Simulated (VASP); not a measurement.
# CuI (F-43m) in VASP: a series of runs

CuI is run at these levels: r2SCAN; tasks: relaxation of the atoms.

All numbers are computed with VASP 6.6.1; they aren't measurements. Logs are shortened: lines on timing, memory, paths and dates and some standing lists are left out, and cuts for length are marked.

**1. The cell of the first run**

The structure is cubic, space group F-43m (No. 216). Conventional cell: a = 6.021 Å, b = 6.021 Å, c = 6.021 Å, α = 90.00°, β = 90.00°, γ = 90.00°. Within 3.4 Å of Cu (site symmetry -43m) lie 4 I at 2.61 Å. Within 3.4 Å of I (site symmetry -43m) lie 4 Cu at 2.61 Å.

**2. Relaxation of the atoms, r2SCAN**

The input, POSCAR:

```
CuI
1.0
    0.0000000000      3.0106970400      3.0106970400
    3.0106970400      0.0000000000      3.0106970400
    3.0106970400      3.0106970400      0.0000000000
Cu I
1 1
Direct
    0.2500000000      0.2500000000      0.2500000000
    0.0000000000      0.0000000000      0.0000000000
```

The input, INCAR.step1:

```
PREC = Accurate
ENCUT = 520
ISMEAR = -1
SIGMA = 0.02
LREAL = F
LASPH = T
NELM = 60
GGA = PE
ALGO = Normal
EDIFF = 1E-4
LWAVE = T
LCHARG = F
```

The input, INCAR.step2:

```
PREC = Accurate
ENCUT = 520
EDIFF = 1E-6
ISMEAR = -1
SIGMA = 0.02
LREAL = F
LASPH = T
NELM = 60
ALGO = Normal
ISIF = 2
LWAVE = F
LCHARG = F
METAGGA = R2SCAN
LMIXTAU = T
IBRION = 2
NSW = 50
EDIFFG = -0.01
ISTART = 1
```

The input, KPOINTS:

```
Automatic mesh
0
Gamma
  8 8 8
```

Potentials or basis: VASP PAW PBE potentials, release 64 (Cu, I).

On the command line:

```bash
cat potpaw_PBE.64/Cu/POTCAR potpaw_PBE.64/I/POTCAR > POTCAR
cp INCAR.step1 INCAR
mpirun -np 1 vasp_std > vasp.out
cp INCAR.step2 INCAR
mpirun -np 1 vasp_std > vasp.out
```

OUTCAR:

```text
PREC = Accurate
   ENCUT = 520
   EDIFF = 1E-6
   ISMEAR = -1
   LREAL = F
   LASPH = T
   NELM = 60
   ISIF = 2
   METAGGA = R2SCAN
   IBRION = 2
   NSW = 50
   EDIFFG = -0.01
   ISTART = 1

 ion  position               nearest neighbor table
   1  0.250  0.250  0.250-   2 2.61   2 2.61   2 2.61   2 2.61
   2  0.000  0.000  0.000-   1 2.61   1 2.61   1 2.61   1 2.61

  LATTYP: Found a face centered cubic cell.
 ALAT       =     6.0213940800

  Lattice vectors:

 A1 = (   0.0000000000,   3.0106970400,   3.0106970400)
 A2 = (   3.0106970400,   0.0000000000,   3.0106970400)
 A3 = (   3.0106970400,   3.0106970400,   0.0000000000)

Analysis of symmetry for initial positions (statically):
=====================================================================
 Subroutine PRICEL returns:
 Original cell was already a primitive cell.

 Routine SETGRP: Setting up the symmetry group for a
 face centered cubic supercell.

 Subroutine GETGRP returns: Found 24 space group operations
 (whereof 24 operations were pure point group operations)
 out of a pool of 48 trial point group operations.

The static configuration has the point symmetry T_d .

Analysis of symmetry for dynamics (positions and initial velocities):
=====================================================================
 Subroutine PRICEL returns:
 Original cell was already a primitive cell.

 Routine SETGRP: Setting up the symmetry group for a
 face centered cubic supercell.

 Subroutine GETGRP returns: Found 24 space group operations
 (whereof 24 operations were pure point group operations)
 out of a pool of 48 trial point group operations.

The dynamic configuration has the point symmetry T_d .

 Subroutine INISYM returns: Found 24 space group operations
 (whereof 24 operations are pure point group operations),
 and found     1 'primitive' translations

----------------------------------------------------------------------------------------

                                     Primitive cell

  volume of cell :      54.5797

  direct lattice vectors                    reciprocal lattice vectors
     0.000000000  3.010697040  3.010697040    -0.166074498  0.166074498  0.166074498
     3.010697040  0.000000000  3.010697040     0.166074498 -0.166074498  0.166074498
     3.010697040  3.010697040  0.000000000     0.166074498  0.166074498 -0.166074498

  length of vectors
     4.257768586  4.257768586  4.257768586     0.287649469  0.287649469  0.287649469

  position of ions in fractional coordinates (direct lattice)
     0.250000000  0.250000000  0.250000000
     0.000000000  0.000000000  0.000000000

  ion indices of the primitive-cell ions
   primitive index   ion index
                 1           1
                 2           2

----------------------------------------------------------------------------------------

 KPOINTS: Automatic mesh

Automatic generation of k-mesh.
 Grid dimensions read from file:
 generate k-points for:    8    8    8

 Generating k-lattice:

  Cartesian coordinates                     Fractional coordinates (reciprocal lattice)
    -0.020759312  0.020759312  0.020759312     0.125000000  0.000000000  0.000000000
     0.020759312 -0.020759312  0.020759312     0.000000000  0.125000000  0.000000000
     0.020759312  0.020759312 -0.020759312     0.000000000  0.000000000  0.125000000

  Length of vectors
     0.035956184  0.035956184  0.035956184

  Shift w.r.t. Gamma in fractional coordinates (k-lattice)
     0.000000000  0.000000000  0.000000000

 Subroutine IBZKPT returns following result:
 ===========================================

 Found     29 irreducible k-points:

 Following reciprocal coordinates:
            Coordinates               Weight
  0.000000  0.000000  0.000000      1.000000
  0.125000  0.000000  0.000000      8.000000
  0.250000  0.000000  0.000000      8.000000
  0.375000  0.000000  0.000000      8.000000
  0.500000  0.000000  0.000000      4.000000
  0.125000  0.125000  0.000000      6.000000
[... 16 lines left out ...]
  0.500000  0.250000  0.125000     48.000000
 -0.375000  0.250000  0.125000     24.000000
 [... further k-points ...]
   k-points           NKPTS =     29   k-points in BZ     NKDIM =     29   number of bands    NBANDS=     13
   number of dos      NEDOS =    301   number of ions     NIONS =      2
   total plane-waves  NPLWV =  32768
   dimension x,y,z NGX =    32 NGY =   32 NGZ =   32
   dimension x,y,z NGXF=    64 NGYF=   64 NGZF=   64
   ions per type =               1   1
   NGX,Y,Z   is equivalent  to a cutoff of  12.49, 12.49, 12.49 a.u.
   NGXF,Y,Z  is equivalent  to a cutoff of  24.99, 24.99, 24.99 a.u.
 SYSTEM =  unknown system
   PREC   = accura    normal or accurate (medium, high low for compatibility)
   ISTART =      1    job   : 0-new  1-cont  2-samecut
   ICHARG =      0    charge: 1-file 2-atom 10-const
   ISPIN  =      1    spin polarized calculation?
   LNONCOLLINEAR =      F non collinear calculations
   LSORBIT =      F    spin-orbit coupling
   LASPH  =      T    aspherical Exc in radial PAW
   ENCUT  =  520.0 eV  38.22 Ry    6.18 a.u.   7.92  7.92  7.92*2*pi/ulx,y,z
   NELM   =     60;   NELMIN=  2; NELMDL=  0     # of ELM steps
   EDIFF  = 0.1E-05   stopping-criterion for ELM
   LREAL  =      F    real-space projection
   EDIFFG = -.1E-01   stopping-criterion for IOM
   NSW    =     50    number of steps for IOM
   IBRION =      2    ionic relax: 0-MD 1-quasi-New 2-CG
   NFREE  =      1    steps in history (QN), initial steepest desc. (CG)
   ISIF   =      2    stress and relaxation
   ISYM   =      2    0-nonsym 1-usesym 2-fastsym
   POTIM  = 0.5000    time-step for ionic-motion
   TEBEG  =    0.0;   TEEND  =   0.0 temperature during run
   PSTRESS=    0.0 pullay stress
   NELECT =      18.0000    total number of electrons
   NUPDOWN=      -1.0000    fix difference up-down
   EMIN   =  10.00;   EMAX   =-10.00  energy-range for DOS
   EFERMI =   0.00;   METHOD = LEGACY
   ISMEAR =    -1;   SIGMA  =   0.02  broadening in eV -4-tet -1-fermi 0-gaus
   EFERMI_NEDOS =   21; number of points for ismear=-14 and -15
   IALGO  =     38    algorithm
   IMIX   =      4    mixing-type and parameters
     AMIX     =   0.40;   BMIX     =  1.00
     AMIX_MAG =   1.60;   BMIX_MAG =  1.00
  volume/ion in A,a.u.               =      27.29       184.16
  Fermi-wavevector in a.u.,A,eV,Ry     =   1.131068  2.137408 17.406127  1.279314
  Thomas-Fermi vector in A             =   2.267766
   LORBIT       =      0    0 simple, 1 ext, 2 COOP (PROOUT), +10 PAW based schemes
   METAGGA = R2SCAN    functional components
   LHFCALC =     F    Hartree Fock is set to
   AEXX    =    0.0000 exact exchange contribution
   IVDW    =     0    specifies the selected vdW correction
   LEPSILON=     F    determine dielectric tensor
   LRPA    =     F    only Hartree local field effects (RPA)
 conjugate gradient relaxation of ions
 non-spin polarized calculation
  energy-cutoff  :      520.00
  volume of cell :       54.58
 maximum number of plane-waves:      1480
   NGX = 15   NGY = 15   NGZ = 15

 number of electron      18.0000016 magnetization

 Free energy of the ion-electron system (eV)
  ---------------------------------------------------
  ext. energy  EPLUGINS =         0.00000000
  ---------------------------------------------------
  free energy    TOTEN  =       -35.79547972 eV

  energy without entropy =      -35.79547972  energy(sigma->0) =      -35.79547972

 E-fermi :   4.9156     XC(G=0):  -9.5519

 val. band max:        4.4847029750   @ k =   0.0000   0.0000   0.0000
 cond. band min:       6.1602101915   @ k =   0.0000   0.0000   0.0000
 fundamental gap:      1.6755072164
 Fermi energy:         4.9155734858

 k-point     1 :       0.0000    0.0000    0.0000
  band No.  band energies     occupation
      1     -10.1531      2.00000
      2       0.5895      2.00000
      3       0.5895      2.00000
      4       0.5895      2.00000
      5       2.5632      2.00000
      6       2.5632      2.00000
      7       4.4847      2.00000
      8       4.4847      2.00000
      9       4.4847      2.00000
     10       6.1602      0.00000
     11       9.7036      0.00000
     12       9.7037      0.00000
     13       9.7037      0.00000

 k-point     2 :       0.1250    0.0000    0.0000
  band No.  band energies     occupation
      1     -10.0734      2.00000
      2       0.2899      2.00000
      3       0.5952      2.00000
      4       0.5952      2.00000
      5       2.5566      2.00000
      6       2.5566      2.00000
      7       3.8832      2.00000
      8       4.3631      2.00000
      9       4.3632      2.00000
     10       6.8173      0.00000
     11       9.6154      0.00000
     12       9.9336      0.00000
     13       9.9337      0.00000

 k-point     3 :       0.2500    0.0000    0.0000
  band No.  band energies     occupation
      1      -9.8684      2.00000
      2      -0.4349      2.00000
      3       0.6058      2.00000
      4       0.6059      2.00000
      5       2.5532      2.00000
      6       2.5533      2.00000
      7       3.1772      2.00000
      8       4.0951      2.00000
      9       4.0952      2.00000
     10       7.2203      0.00000
     11      10.2747      0.00000
     12      10.2748      0.00000
     13      10.3854      0.00000
[... 305 lines left out ...]
 k-point    23 :       0.5000    0.2500    0.1250
  band No.  band energies     occupation
      1      -9.5208      2.00000
      2      -0.9999      2.00000
      3       0.1197      2.00000
      4       0.5703      2.00000
      5       2.5112      2.00000
      6       2.5760      2.00000
      7       2.7758      2.00000
      8       3.1504      2.00000
      9       3.5741      2.00000
     10       8.4340      0.00000
     11       9.4763      0.00000
     12      10.4275      0.00000
     13      11.9481      0.00000

 k-point    24 :      -0.3750    0.2500    0.1250
  band No.  band energies     occupation
      1      -9.4380      2.00000
      2      -1.1572      2.00000
      3       0.0197      2.00000
      4       0.5554      2.00000
      5       2.4867      2.00000
      6       2.5727      2.00000
      7       2.6899      2.00000
      8       3.1369      2.00000
      9       3.4348      2.00000
     10       8.4132      0.00000
     11       9.3991      0.00000
     12      11.1216      0.00000
     13      12.3327      0.00000

 [... further k-points ...]

------------------------ aborting loop because EDIFF is reached ----------------------------------------

  FORCE on cell =-STRESS in cart. coord.  units (eV):
  Direction    XX          YY          ZZ          XY          YZ          ZX
  --------------------------------------------------------------------------------------
  -------------------------------------------------------------------------------------
  Total       -0.0131066     -0.0131066     -0.0131066      0.0000000      0.0000000      0.0000000
  in kB       -0.3847423     -0.3847423     -0.3847423      0.0000000      0.0000000      0.0000000
  external PRESSURE =      -0.3847423 kB  Pullay stress =       0.0000000 kB

 VOLUME and BASIS-vectors are now :
 -----------------------------------------------------------------------------
  energy-cutoff  :      520.00
  volume of cell :       54.58
      direct lattice vectors                 reciprocal lattice vectors
     0.000000000  3.010697040  3.010697040    -0.166074498  0.166074498  0.166074498
     3.010697040  0.000000000  3.010697040     0.166074498 -0.166074498  0.166074498
     3.010697040  3.010697040  0.000000000     0.166074498  0.166074498 -0.166074498

 POSITION                                       TOTAL-FORCE (eV/Angst)
 -----------------------------------------------------------------------------------
      1.50535      1.50535      1.50535        -0.000000     -0.000000     -0.000000
      0.00000      0.00000      0.00000         0.000000      0.000000      0.000000
 -----------------------------------------------------------------------------------
    total drift:                               -0.000010     -0.000010     -0.000010

  FREE ENERGIE OF THE ION-ELECTRON SYSTEM (eV)
  ---------------------------------------------------
  free  energy   TOTEN  =       -35.7954797171 eV

  energy  without entropy=      -35.7954797171  energy(sigma->0) =      -35.79547972

 reached required accuracy - stopping structural energy minimisation
```

Run time: 28 s. Hardware: 1 thread of Intel Xeon 6975P-C (Granite Rapids), shared host; peak memory 0.19 GiB.

Results:

| Property | Result |
| --- | --- |
| Free energy | -35.7955 eV |
| Pressure after relaxing | 0.0 GPa |
| Band gap on the k mesh | 1.68 eV |

Final structure:
```cif
data_structure
_symmetry_space_group_name_H-M 'P 1'
_symmetry_Int_Tables_number 1
_cell_length_a 4.2578
_cell_length_b 4.2578
_cell_length_c 4.2578
_cell_angle_alpha 60.000
_cell_angle_beta 60.000
_cell_angle_gamma 60.000
_cell_volume 54.58
loop_
_atom_site_label
_atom_site_type_symbol
_atom_site_fract_x
_atom_site_fract_y
_atom_site_fract_z
_atom_site_occupancy
Cu1 Cu 0.25000 0.25000 0.25000 1
I1 I 0.00000 0.00000 0.00000 1
```

Caveat: the relaxation stopped at its first step, so nothing moved; the PAW data sets were made with another functional, which shifts forces and pressure a little; spin-orbit coupling is left out, which moves the levels of the heavy elements.

(Continued in part 2 of 2.)
